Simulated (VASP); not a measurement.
# Te2Mo in VASP: single point with PBE+D3(BJ)

Aim: the single point of Te2Mo with PBE+D3(BJ).

Program: VASP 6.6.1. These are calculated values, not measurements. Logs are shortened: lines on timing, memory, paths and dates and some standing lists are left out, and cuts for length are marked.

**1. The cell of the first run**

The cell holds a slab with vacuum, 6 atoms: a = 3.504 Å, b = 3.504 Å, c = 24.768 Å, α = 90.00°, β = 90.00°, γ = 120.00°.

**2. Single point, PBE+D3(BJ) (layers slid over each other, then relaxed in part)**

Contents of INCAR:

```
ALGO = Normal
DIPOL = 0.5 0.5 0.401
EDIFF = 1E-6
ENCUT = 520
GGA = PE
IDIPOL = 3
ISIF = 2
ISMEAR = 0
IVDW = 12
LASPH = True
LCHARG = False
LDIPOL = True
LREAL = False
LWAVE = False
NBANDS = 35
NELM = 100
PREC = Accurate
SIGMA = 0.05
```

Contents of KPOINTS:

```
k-points
0
Gamma
  9 9 1
```

Contents of POSCAR:

```
Te2Mo
1.0
    3.5038818256      0.0000000000      0.0000000000
   -1.7519409128      3.0344506729      0.0000000000
    0.0000000000      0.0000000000     24.7677191314
Te Mo
4 2
Direct
    0.3333333333      0.6666666667      0.1816881069
    0.3333333333      0.6666666667      0.3283416042
    0.3333333333      1.0000000000      0.4745293833
    0.3333333333      1.0000000000      0.6211735839
    0.6666666667      0.3333333333      0.2550153036
    0.6666666667      0.6666666667      0.5478515809
```

Potentials or basis: VASP PAW PBE potentials, release 64 (Te, Mo_sv).

On the command line:

```bash
> cat potpaw_PBE.64/Te/POTCAR potpaw_PBE.64/Mo_sv/POTCAR > POTCAR
> mpirun -np 1 vasp_std > vasp.out
```

OUTCAR:

```text
EDIFF = 1E-6
   ENCUT = 520
   GGA = PE
   ISIF = 2
   ISMEAR = 0
   IVDW = 12
   LASPH = True
   LREAL = False
   NELM = 100
   PREC = Accurate
 IVDW          = 12

 ion  position               nearest neighbor table
   1  0.333  0.667  0.182-   5 2.72   5 2.72   5 2.72   2 3.63
   2  0.333  0.667  0.328-   5 2.72   5 2.72   5 2.72   1 3.63
   3  0.333  0.000  0.475-   6 2.72   6 2.72   6 2.72   4 3.63
   4  0.333  0.000  0.621-   6 2.72   6 2.72   6 2.72   3 3.63
   5  0.667  0.333  0.255-   2 2.72   2 2.72   2 2.72   1 2.72   1 2.72   1 2.72
   6  0.667  0.667  0.548-   4 2.72   4 2.72   4 2.72   3 2.72   3 2.72   3 2.72

  LATTYP: Found a hexagonal cell.
 ALAT       =     3.5038818256
 C/A-ratio  =     7.0686513884

  Lattice vectors:

 A1 = (   3.5038818256,   0.0000000000,   0.0000000000)
 A2 = (  -1.7519409128,   3.0344506729,   0.0000000000)
 A3 = (   0.0000000000,   0.0000000000,  24.7677191314)

Analysis of symmetry for initial positions (statically):
=====================================================================
 Subroutine PRICEL returns:
 Original cell was already a primitive cell.

 Routine SETGRP: Setting up the symmetry group for a
 hexagonal supercell.

 Subroutine GETGRP returns: Found  2 space group operations
 (whereof  1 operations were pure point group operations)
 out of a pool of 24 trial point group operations.

The static configuration has the point symmetry C_1 .
 The point group associated with its full space group is C_2 .

Analysis of symmetry for dynamics (positions and initial velocities):
=====================================================================
 Subroutine PRICEL returns:
 Original cell was already a primitive cell.

 Routine SETGRP: Setting up the symmetry group for a
 hexagonal supercell.

 Subroutine GETGRP returns: Found  2 space group operations
 (whereof  1 operations were pure point group operations)
 out of a pool of 24 trial point group operations.

The dynamic configuration has the point symmetry C_1 .
 The point group associated with its full space group is C_2 .

 Subroutine INISYM returns: Found  2 space group operations
 (whereof  1 operations are pure point group operations),
 and found     1 'primitive' translations

----------------------------------------------------------------------------------------

                                     Primitive cell

  volume of cell :     263.3392

  direct lattice vectors                    reciprocal lattice vectors
     3.503881826  0.000000000  0.000000000     0.285397753  0.164774470  0.000000000
    -1.751940913  3.034450673  0.000000000     0.000000000  0.329548939  0.000000000
     0.000000000  0.000000000 24.767719131     0.000000000  0.000000000  0.040375135

  length of vectors
     3.503881826  3.503881826 24.767719131     0.329548939  0.329548939  0.040375135

  position of ions in fractional coordinates (direct lattice)
     0.333333333  0.666666667  0.181688107
     0.333333333  0.666666667  0.328341604
     0.333333333  0.000000000  0.474529383
     0.333333333  0.000000000  0.621173584
     0.666666667  0.333333333  0.255015304
     0.666666667  0.666666667  0.547851581

  ion indices of the primitive-cell ions
   primitive index   ion index
                 1           1
                 2           2
                 3           3
                 4           4
                 5           5
                 6           6

----------------------------------------------------------------------------------------

 KPOINTS: k-points

Automatic generation of k-mesh.
 Grid dimensions read from file:
 generate k-points for:    9    9    1

 Generating k-lattice:

  Cartesian coordinates                     Fractional coordinates (reciprocal lattice)
     0.031710861  0.018308274  0.000000000     0.111111111 -0.000000000  0.000000000
     0.000000000  0.036616549  0.000000000     0.000000000  0.111111111  0.000000000
     0.000000000  0.000000000  0.040375135     0.000000000  0.000000000  1.000000000

  Length of vectors
     0.036616549  0.036616549  0.040375135

  Shift w.r.t. Gamma in fractional coordinates (k-lattice)
     0.000000000  0.000000000  0.000000000

 Subroutine IBZKPT returns following result:
 ===========================================

 Found     25 irreducible k-points:

 Following reciprocal coordinates:
            Coordinates               Weight
  0.000000  0.000000  0.000000      1.000000
  0.111111  0.000000  0.000000      2.000000
  0.000000  0.111111  0.000000      4.000000
  0.222222  0.000000  0.000000      2.000000
  0.000000  0.222222  0.000000      4.000000
  0.333333 -0.000000  0.000000      2.000000
[... 16 lines left out ...]
 -0.222222 -0.444444  0.000000      4.000000
  0.444444  0.333333  0.000000      4.000000
   k-points           NKPTS =     25   k-points in BZ     NKDIM =     25   number of bands    NBANDS=     35
   number of dos      NEDOS =    301   number of ions     NIONS =      6
   total plane-waves  NPLWV = 150528
   dimension x,y,z NGX =    28 NGY =   28 NGZ =  192
   dimension x,y,z NGXF=    56 NGYF=   56 NGZF=  384
   ions per type =               4   2
   NGX,Y,Z   is equivalent  to a cutoff of  13.28, 13.28, 12.89 a.u.
   NGXF,Y,Z  is equivalent  to a cutoff of  26.57, 26.57, 25.77 a.u.
 SYSTEM =  unknown system
   PREC   = accura    normal or accurate (medium, high low for compatibility)
   ISTART =      0    job   : 0-new  1-cont  2-samecut
   ICHARG =      2    charge: 1-file 2-atom 10-const
   ISPIN  =      1    spin polarized calculation?
   LNONCOLLINEAR =      F non collinear calculations
   LSORBIT =      F    spin-orbit coupling
   LASPH  =      T    aspherical Exc in radial PAW
   ENCUT  =  520.0 eV  38.22 Ry    6.18 a.u.   6.51  6.51 46.05*2*pi/ulx,y,z
   NELM   =    100;   NELMIN=  2; NELMDL= -5     # of ELM steps
   EDIFF  = 0.1E-05   stopping-criterion for ELM
   LREAL  =      F    real-space projection
   EDIFFG = 0.1E-04   stopping-criterion for IOM
   NSW    =      0    number of steps for IOM
   IBRION =     -1    ionic relax: 0-MD 1-quasi-New 2-CG
   NFREE  =      0    steps in history (QN), initial steepest desc. (CG)
   ISIF   =      2    stress and relaxation
   ISYM   =      2    0-nonsym 1-usesym 2-fastsym
   POTIM  = 0.5000    time-step for ionic-motion
   TEBEG  =    0.0;   TEEND  =   0.0 temperature during run
   PSTRESS=    0.0 pullay stress
   NELECT =      52.0000    total number of electrons
   NUPDOWN=      -1.0000    fix difference up-down
   EMIN   =  10.00;   EMAX   =-10.00  energy-range for DOS
   EFERMI =   0.00;   METHOD = LEGACY
   ISMEAR =     0;   SIGMA  =   0.05  broadening in eV -4-tet -1-fermi 0-gaus
   EFERMI_NEDOS =   21; number of points for ismear=-14 and -15
   IALGO  =     38    algorithm
   IMIX   =      4    mixing-type and parameters
     AMIX     =   0.40;   BMIX     =  1.00
     AMIX_MAG =   1.60;   BMIX_MAG =  1.00
  volume/ion in A,a.u.               =      43.89       296.18
  Fermi-wavevector in a.u.,A,eV,Ry     =   0.953317  1.801508 12.365161  0.908814
  Thomas-Fermi vector in A             =   2.081961
   LORBIT       =      0    0 simple, 1 ext, 2 COOP (PROOUT), +10 PAW based schemes
   GGA     = PE    functional components
   LHFCALC =     F    Hartree Fock is set to
   AEXX    =    0.0000 exact exchange contribution
   IVDW    =    12    specifies the selected vdW correction
   LEPSILON=     F    determine dielectric tensor
   LRPA    =     F    only Hartree local field effects (RPA)
 non-spin polarized calculation
 Gauss-broadening in eV      SIGMA  =   0.05
  energy-cutoff  :      520.00
  volume of cell :      263.34
 maximum number of plane-waves:      7173
 NGX is ok and might be reduce to    28
   NGX = 13   NGY = 13   NGZ = 93

 dipolmoment           0.000000      0.000000     -0.000109 electrons x Angstroem

 number of electron      51.9999999 magnetization

 dipolmoment           0.000000      0.000000      0.000185 electrons x Angstroem

 Free energy of the ion-electron system (eV)
  ---------------------------------------------------
  ext. energy  EPLUGINS =         0.00000000
  ---------------------------------------------------
  free energy    TOTEN  =       -35.96076001 eV

  energy without entropy =      -35.96076001  energy(sigma->0) =      -35.96076001

 E-fermi :   2.7835     XC(G=0):  -6.4101

 val. band max:        2.4900466880   @ k =   0.3333   0.3333   0.0000
 cond. band min:       3.5934823915   @ k =   0.2222   0.2222   0.0000
 fundamental gap:      1.1034357035
 Fermi energy:         2.7835046438

 k-point     1 :       0.0000    0.0000    0.0000
  band No.  band energies     occupation
      1     -58.1877      2.00000
      2     -58.1762      2.00000
      3     -32.3656      2.00000
      4     -32.3544      2.00000
      5     -32.2215      2.00000
      6     -32.2204      2.00000
[... 27 lines left out ...]
     34       5.9802      0.00000
     35       6.6608      0.00000

 k-point     2 :       0.1111    0.0000    0.0000
  band No.  band energies     occupation
      1     -58.1865      2.00000
      2     -58.1750      2.00000
      3     -32.3621      2.00000
      4     -32.3509      2.00000
      5     -32.2366      2.00000
      6     -32.2249      2.00000
[... 27 lines left out ...]
     34       5.8285      0.00000
     35       6.8991      0.00000

 k-point     3 :       0.0000    0.1111    0.0000
  band No.  band energies     occupation
      1     -58.1865      2.00000
      2     -58.1750      2.00000
      3     -32.3621      2.00000
      4     -32.3509      2.00000
      5     -32.2366      2.00000
      6     -32.2257      2.00000
[... 27 lines left out ...]
     34       5.8184      0.00000
     35       6.9016      0.00000

 k-point     4 :       0.2222    0.0000    0.0000
  band No.  band energies     occupation
      1     -58.1835      2.00000
      2     -58.1719      2.00000
      3     -32.3533      2.00000
      4     -32.3421      2.00000
      5     -32.2767      2.00000
      6     -32.2651      2.00000
[... 27 lines left out ...]
     34       6.0537      0.00000
     35       7.4436      0.00000

 k-point     5 :       0.0000    0.2222    0.0000
  band No.  band energies     occupation
      1     -58.1835      2.00000
      2     -58.1719      2.00000
      3     -32.3533      2.00000
      4     -32.3421      2.00000
      5     -32.2767      2.00000
      6     -32.2658      2.00000
[... 638 lines left out ...]
 k-point    22 :       0.3333    0.2222    0.0000
  band No.  band energies     occupation
      1     -58.1767      2.00000
      2     -58.1652      2.00000
      3     -32.3365      2.00000
      4     -32.3327      2.00000
      5     -32.3244      2.00000
      6     -32.3221      2.00000
[... 27 lines left out ...]
     34       6.5932      0.00000
     35       6.9149      0.00000

 k-point    23 :      -0.2222   -0.4444    0.0000
  band No.  band energies     occupation
      1     -58.1767      2.00000
      2     -58.1652      2.00000
      3     -32.3374      2.00000
      4     -32.3321      2.00000
      5     -32.3254      2.00000
      6     -32.3216      2.00000
[... 27 lines left out ...]
     34       6.4269      0.00000
     35       7.1734      0.00000

 k-point    24 :       0.4444    0.3333    0.0000
  band No.  band energies     occupation
      1     -58.1767      2.00000
      2     -58.1652      2.00000
      3     -32.3364      2.00000
      4     -32.3336      2.00000
      5     -32.3256      2.00000
      6     -32.3205      2.00000
[... 27 lines left out ...]
     34       6.4635      0.00000
     35       7.1531      0.00000

 [... further k-points ...]

------------------------ aborting loop because EDIFF is reached ----------------------------------------

 vacuum level on the upper side and lower side of the slab       (xc-potential included)        -0.131        -0.136

 Edisp (eV)   -2.76029

 E8    (eV) :    -1.3060

  FORCE on cell =-STRESS in cart. coord.  units (eV):
  Direction    XX          YY          ZZ          XY          YZ          ZX
  --------------------------------------------------------------------------------------
  -------------------------------------------------------------------------------------
  Total      -0.18256    -0.08158     0.02903    -0.08745     0.39241    -0.22656
  in kB      -1.11071    -0.49635     0.17664    -0.53206     2.38745    -1.37839
  external pressure =       -0.48 kB  Pullay stress =        0.00 kB

 VOLUME and BASIS-vectors are now :
 -----------------------------------------------------------------------------
  energy-cutoff  :      520.00
  volume of cell :      263.34
      direct lattice vectors                 reciprocal lattice vectors
     3.503881826  0.000000000  0.000000000     0.285397753  0.164774470  0.000000000
    -1.751940913  3.034450673  0.000000000     0.000000000  0.329548939  0.000000000
     0.000000000  0.000000000 24.767719131     0.000000000  0.000000000  0.040375135

 POSITION                                       TOTAL-FORCE (eV/Angst)
 -----------------------------------------------------------------------------------
     -0.00000      2.02297      4.50000         0.001292      0.002886     -0.011711
     -0.00000      2.02297      8.13227         0.039790     -0.073446      0.012492
      1.16796      0.00000     11.75301        -0.043711      0.071182     -0.012492
      1.16796      0.00000     15.38505         0.003145     -0.000324      0.011711
      1.75194      1.01148      6.31615         0.011999     -0.021379     -0.000665
      1.16796      2.02297     13.56903        -0.012515      0.021081      0.000665
 -----------------------------------------------------------------------------------
    total drift:                                0.000448      0.000365      0.016685

  FREE ENERGIE OF THE ION-ELECTRON SYSTEM (eV)
  ---------------------------------------------------
  free  energy   TOTEN  =       -38.7210513037 eV

  energy  without entropy=      -38.7210513037  energy(sigma->0) =      -38.72105130

 vacuum level on the upper side and lower side of the slab         7.209         7.207
```

It took 7.8 min on 1 thread of AMD EPYC 7R13 (Zen 3), shared host; peak memory 0.44 GiB.

What came out:

| Property | Result |
| --- | --- |
| Free energy | -38.7211 eV |
| Largest force | 0.084 eV/Å |
| Band gap on the k mesh | 1.10 eV (least direct gap 1.15 eV) |
| Dispersion energy per atom | -0.460 eV |

Forces on the atoms (eV/Å):
```
Te   0.001  0.003 -0.012
Te   0.040 -0.073  0.012
Te  -0.044  0.071 -0.012
Te   0.003  0.000  0.012
Mo   0.012 -0.021 -0.001
Mo  -0.013  0.021  0.001
```

Caveat: the cell differs from its parent crystal (layers slid over each other, then relaxed in part); spin-orbit coupling is left out, which moves the levels of the heavy elements.
